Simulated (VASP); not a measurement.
# ZnCo3C (Pm-3m) in VASP: further runs, part 2 of 2

VASP 6.6.1. The steps go on from the part before.

### 4 Single point, LDA, collinear spin, ferromagnetic start

This run uses another cell than the first one, of 9.84 Å³/atom.

File INCAR:

```
PREC     = Accurate       # precision mode
ENCUT    = 520            # plane-wave cutoff, eV
EDIFF    = 1E-7           # SCF threshold, eV
ISMEAR   = -1             # smearing method
SIGMA    = 0.2            # smearing width, eV
LREAL    = False          # projectors in reciprocal space
LASPH    = True           # aspherical terms in the spheres
NELM     = 150            # most SCF steps
ALGO     = Normal         # electronic algorithm
ISIF     = 2              # what is computed and relaxed
LWAVE    = False          # write WAVECAR
LCHARG   = False          # write CHGCAR
ISPIN    = 2              # spin polarisation
MAGMOM   = 0 3.2 3.2 3.2 0 # initial moments
LORBIT   = 11             # projections on sites
LMAXMIX  = 4              # l up to which the mixer works
NBANDS   = 34             # bands
```

File KPOINTS:

```
Automatic mesh
0
Gamma
  6 6 6
```

File POSCAR:

```
ZnCo3C
1.0
    3.6637730825      0.0000000000      0.0000000000
    0.0000000000      3.6637730825      0.0000000000
    0.0000000000      0.0000000000      3.6637730825
Zn Co C
1 3 1
Direct
    0.0000000000      0.0000000000      0.0000000000
    0.0000000000      0.5000000000      0.5000000000
    0.5000000000      0.5000000000      0.0000000000
    0.5000000000      0.0000000000      0.5000000000
    0.5000000000      0.5000000000      0.5000000000
```

Potentials or basis: VASP PAW LDA potentials, release 64 (Zn, Co, C).

Started as:

```
$ cat potpaw_LDA.64/Zn/POTCAR potpaw_LDA.64/Co/POTCAR potpaw_LDA.64/C/POTCAR > POTCAR
$ mpirun -np 1 vasp_std > vasp.out
```

OUTCAR:

```text
PREC = Accurate
   ENCUT = 520
   EDIFF = 1E-7
   ISMEAR = -1
   LREAL = False
   LASPH = True
   NELM = 150
   ISIF = 2
   ISPIN = 2
   LORBIT = 11

 ion  position               nearest neighbor table
   1  0.000  0.000  0.000-   2 2.59   3 2.59   4 2.59   2 2.59   4 2.59   2 2.59   3 2.59   2 2.59
                             3 2.59   4 2.59   4 2.59   3 2.59
   2  0.000  0.500  0.500-   5 1.83   5 1.83   4 2.59   1 2.59   1 2.59   3 2.59   1 2.59   4 2.59
                             1 2.59   3 2.59   4 2.59   3 2.59   3 2.59   4 2.59
   3  0.500  0.500  0.000-   5 1.83   5 1.83   4 2.59   1 2.59   2 2.59   4 2.59   2 2.59   1 2.59
                             4 2.59   4 2.59   1 2.59   2 2.59   2 2.59   1 2.59
[... 1675 lines left out ...]

 POSITION                                       TOTAL-FORCE (eV/Angst)
 -----------------------------------------------------------------------------------
      0.00000      0.00000      0.00000         0.000000      0.000000      0.000000
      0.00000      1.83189      1.83189         0.000000      0.000000      0.000000
      1.83189      1.83189      0.00000         0.000000      0.000000      0.000000
      1.83189      0.00000      1.83189         0.000000      0.000000      0.000000
      1.83189      1.83189      1.83189         0.000000      0.000000      0.000000
 -----------------------------------------------------------------------------------
    total drift:                                0.000000      0.000000      0.000000

  FREE ENERGIE OF THE ION-ELECTRON SYSTEM (eV)
  ---------------------------------------------------
  free  energy   TOTEN  =       -37.2731950824 eV

  energy  without entropy=      -36.6553075921  energy(sigma->0) =      -36.96425134

 total charge

# of ion       s       p       d       tot
------------------------------------------
    1        0.595   0.536   9.773  10.903
    2        0.456   0.655   7.516   8.627
    3        0.456   0.655   7.516   8.627
    4        0.456   0.655   7.516   8.627
    5        0.903   1.617   0.000   2.520
--------------------------------------------------
tot          2.867   4.119  32.319  39.305

 magnetization (x)

# of ion       s       p       d       tot
------------------------------------------
    1        0.000   0.000   0.000   0.000
    2        0.000   0.000  -0.000  -0.000
    3        0.000   0.000  -0.000  -0.000
    4        0.000   0.000  -0.000  -0.000
    5        0.000   0.000   0.000   0.000
--------------------------------------------------
tot          0.000   0.000  -0.000  -0.000
```

OSZICAR:

```text
N       E                     dE             d eps       ncg     rms          rms(c)
DAV:   1     0.311000577647E+03    0.31100E+03   -0.19225E+04  2824   0.182E+03
DAV:   2    -0.977449166543E+01   -0.32078E+03   -0.29630E+03  2730   0.361E+02
DAV:   3    -0.417104514575E+02   -0.31936E+02   -0.30374E+02  2982   0.131E+02
DAV:   4    -0.427439314815E+02   -0.10335E+01   -0.10269E+01  3046   0.231E+01
DAV:   5    -0.427711972246E+02   -0.27266E-01   -0.27261E-01  3426   0.341E+00    0.331E+01
DAV:   6    -0.407570591643E+02    0.20141E+01   -0.34164E+01  3618   0.956E+01    0.193E+01
DAV:   7    -0.373979867273E+02    0.33591E+01   -0.17115E+01  3282   0.918E+01    0.948E+00
DAV:   8    -0.372845841151E+02    0.11340E+00   -0.21126E+00  3550   0.201E+01    0.329E+00
DAV:   9    -0.372700305231E+02    0.14554E-01   -0.18107E-01  3426   0.524E+00    0.131E+00
DAV:  10    -0.372717160856E+02   -0.16856E-02   -0.24454E-02  3510   0.142E+00    0.544E-01
DAV:  11    -0.372726060438E+02   -0.88996E-03   -0.33577E-03  3546   0.613E-01    0.208E-01
DAV:  12    -0.372729769800E+02   -0.37094E-03   -0.52447E-04  3800   0.314E-01    0.130E-01
DAV:  13    -0.372731243744E+02   -0.14739E-03   -0.15954E-04  3688   0.143E-01    0.590E-02
DAV:  14    -0.372731754691E+02   -0.51095E-04   -0.43526E-05  3944   0.866E-02    0.383E-02
DAV:  15    -0.372731918785E+02   -0.16409E-04   -0.21500E-05  3726   0.598E-02    0.121E-02
DAV:  16    -0.372731938706E+02   -0.19921E-05   -0.38395E-06  3502   0.186E-02    0.108E-02
DAV:  17    -0.372731950356E+02   -0.11650E-05   -0.21598E-06  3346   0.226E-02    0.323E-03
DAV:  18    -0.372731950824E+02   -0.46821E-07   -0.50667E-07  2728   0.541E-03
   1 F= -.37273195E+02 E0= -.36964251E+02  d E =-.617887E+00  mag=     0.0001
```

Wall time 57 s (1 thread of Oxide Virtual Turin-like, shared host); peak memory 0.15 GiB.

Results:

```
Free energy                                           : -37.2732 eV
Pressure                                              : -1.4 GPa
Net moment                                            : 0.00 μB per cell
Valence electrons inside the program's atomic spheres : Zn 10.90; Co 8.63; C 2.52
```

Caveat: the moments typed at the start vanished in this run.

### 5 Single point, LDA, collinear spin, ferromagnetic start

This run uses another cell than the first one, of 10.09 Å³/atom.

File INCAR:

```
PREC = Accurate
ENCUT = 520
EDIFF = 1E-6
ISMEAR = -1
SIGMA = 0.2
LREAL = F
LASPH = T
NELM = 150
ALGO = Normal
ISIF = 2
LWAVE = F
LCHARG = F
ISPIN = 2
MAGMOM = 0 3.2 3.2 3.2 0
LORBIT = 11
LMAXMIX = 4
NBANDS = 34
```

File KPOINTS:

```
regular mesh
0
Gamma
  6 6 6
```

Changes to POSCAR since step 4:

```diff
@@ -2,5 +2,5 @@
 1.0
-    3.6637730825      0.0000000000      0.0000000000
-    0.0000000000      3.6637730825      0.0000000000
-    0.0000000000      0.0000000000      3.6637730825
+    3.6956335780      0.0000000000      0.0000000000
+    0.0000000000      3.6956335780      0.0000000000
+    0.0000000000      0.0000000000      3.6956335780
 Zn Co C
```

Potentials or basis: VASP PAW LDA potentials, release 64 (Zn, Co, C).

Started as:

```
$ cat potpaw_LDA.64/Zn/POTCAR potpaw_LDA.64/Co/POTCAR potpaw_LDA.64/C/POTCAR > POTCAR
$ mpirun -np 1 vasp_std > vasp.out
```

OUTCAR:

```text
PREC = Accurate
   ENCUT = 520
   EDIFF = 1E-6
   ISMEAR = -1
   LREAL = F
   LASPH = T
   NELM = 150
   ISIF = 2
   ISPIN = 2
   LORBIT = 11

 ion  position               nearest neighbor table
   1  0.000  0.000  0.000-   2 2.61   3 2.61   4 2.61   2 2.61   4 2.61   2 2.61   3 2.61   2 2.61
                             3 2.61   4 2.61   4 2.61   3 2.61
   2  0.000  0.500  0.500-   5 1.85   5 1.85   4 2.61   1 2.61   1 2.61   3 2.61   1 2.61   4 2.61
                             1 2.61   3 2.61   4 2.61   3 2.61   3 2.61   4 2.61
   3  0.500  0.500  0.000-   5 1.85   5 1.85   4 2.61   1 2.61   2 2.61   4 2.61   2 2.61   1 2.61
                             4 2.61   4 2.61   1 2.61   2 2.61   2 2.61   1 2.61
   4  0.500  0.000  0.500-   5 1.85   5 1.85   3 2.61   1 2.61   1 2.61   3 2.61   2 2.61   3 2.61
                             2 2.61   3 2.61   1 2.61   2 2.61   1 2.61   2 2.61
   5  0.500  0.500  0.500-   2 1.85   3 1.85   4 1.85   3 1.85   4 1.85   2 1.85

  LATTYP: Found a simple cubic cell.
 ALAT       =     3.6956335780

  Lattice vectors:

 A1 = (   3.6956335780,   0.0000000000,   0.0000000000)
 A2 = (   0.0000000000,   3.6956335780,   0.0000000000)
 A3 = (   0.0000000000,   0.0000000000,   3.6956335780)

Analysis of symmetry for initial positions (statically):
=====================================================================
 Subroutine PRICEL returns:
 Original cell was already a primitive cell.

 Routine SETGRP: Setting up the symmetry group for a
 simple cubic supercell.

 Subroutine GETGRP returns: Found 48 space group operations
 (whereof 48 operations were pure point group operations)
 out of a pool of 48 trial point group operations.

The static configuration has the point symmetry O_h .

Analysis of symmetry for dynamics (positions and initial velocities):
=====================================================================
 Subroutine PRICEL returns:
 Original cell was already a primitive cell.

 Routine SETGRP: Setting up the symmetry group for a
 simple cubic supercell.

 Subroutine GETGRP returns: Found 48 space group operations
[... 176 lines left out ...]

 k-point     1 :       0.0000    0.0000    0.0000
  band No.  band energies     occupation
      1      -5.6072      1.00000
      2       0.9222      1.00000
      3       1.2175      1.00000
      4       1.2175      1.00000
      5       1.4204      1.00000
      6       1.4204      1.00000
[... 709 lines left out ...]
     32      22.4300      0.00000
     33      26.2721      0.00000
 Fermi energy:         8.3202023306

 spin component 2

 k-point     1 :       0.0000    0.0000    0.0000
  band No.  band energies     occupation
      1      -5.6072      1.00000
      2       0.9222      1.00000
      3       1.2175      1.00000
      4       1.2175      1.00000
      5       1.4204      1.00000
      6       1.4204      1.00000
[... 709 lines left out ...]
     32      22.4300      0.00000
     33      26.2721      0.00000
 [bands above 33 left out]

------------------------ aborting loop because EDIFF is reached ----------------------------------------

  FORCE on cell =-STRESS in cart. coord.  units (eV):
  Direction    XX          YY          ZZ          XY          YZ          ZX
  --------------------------------------------------------------------------------------
  -------------------------------------------------------------------------------------
  Total       -2.4077651     -2.4077651     -2.4077651      0.0000000      0.0000000     -0.0000000
  in kB      -76.4289648    -76.4289648    -76.4289648      0.0000000      0.0000000     -0.0000000
  external PRESSURE =     -76.4289648 kB  Pullay stress =       0.0000000 kB

 VOLUME and BASIS-vectors are now :
 -----------------------------------------------------------------------------
  energy-cutoff  :      520.00
  volume of cell :       50.47
      direct lattice vectors                 reciprocal lattice vectors
     3.695633578  0.000000000  0.000000000     0.270589597  0.000000000  0.000000000
     0.000000000  3.695633578  0.000000000     0.000000000  0.270589597  0.000000000
     0.000000000  0.000000000  3.695633578     0.000000000  0.000000000  0.270589597

 POSITION                                       TOTAL-FORCE (eV/Angst)
 -----------------------------------------------------------------------------------
      0.00000      0.00000      0.00000         0.000000      0.000000      0.000000
      0.00000      1.84782      1.84782         0.000000      0.000000      0.000000
      1.84782      1.84782      0.00000         0.000000      0.000000      0.000000
      1.84782      0.00000      1.84782         0.000000      0.000000      0.000000
      1.84782      1.84782      1.84782         0.000000      0.000000      0.000000
 -----------------------------------------------------------------------------------
    total drift:                                0.000000      0.000000      0.000000

  FREE ENERGIE OF THE ION-ELECTRON SYSTEM (eV)
  ---------------------------------------------------
  free  energy   TOTEN  =       -37.2362594763 eV

  energy  without entropy=      -36.5952810145  energy(sigma->0) =      -36.91577025

 total charge

# of ion       s       p       d       tot
------------------------------------------
    1        0.588   0.515   9.768  10.871
    2        0.445   0.627   7.491   8.564
    3        0.445   0.627   7.491   8.564
    4        0.445   0.627   7.491   8.564
    5        0.897   1.597   0.000   2.494
--------------------------------------------------
tot          2.820   3.994  32.242  39.056

 magnetization (x)

# of ion       s       p       d       tot
------------------------------------------
    1       -0.000  -0.000   0.000  -0.000
    2       -0.000   0.000   0.000   0.000
    3       -0.000   0.000   0.000   0.000
    4       -0.000   0.000   0.000   0.000
    5       -0.000  -0.000   0.000  -0.000
--------------------------------------------------
tot         -0.000  -0.000   0.000   0.000
```

stdout:

```text
POSCAR found type information on POSCAR ZnCoC
 POSCAR found :  3 types and       5 ions
 scaLAPACK will be used
 LDA part: xc-table for (Slater(with rela. corr.)+CA(PZ))
 , standard interpolation
 POSCAR, INCAR and KPOINTS ok, starting setup
 FFT: planning ... GRIDC
 FFT: planning ... GRID_SOFT
 FFT: planning ... GRID
 WAVECAR not read
 entering main loop
```

It took 57 s on 1 thread of Oxide Virtual Turin-like, shared host; peak memory 0.15 GiB.

Results:

```
Free energy                                           : -37.2363 eV
Pressure                                              : -7.6 GPa
Net moment                                            : 0.00 μB per cell
Valence electrons inside the program's atomic spheres : Zn 10.87; Co 8.56; C 2.49
```

Caveat: the cell stands under tension; the moments typed at the start vanished in this run.
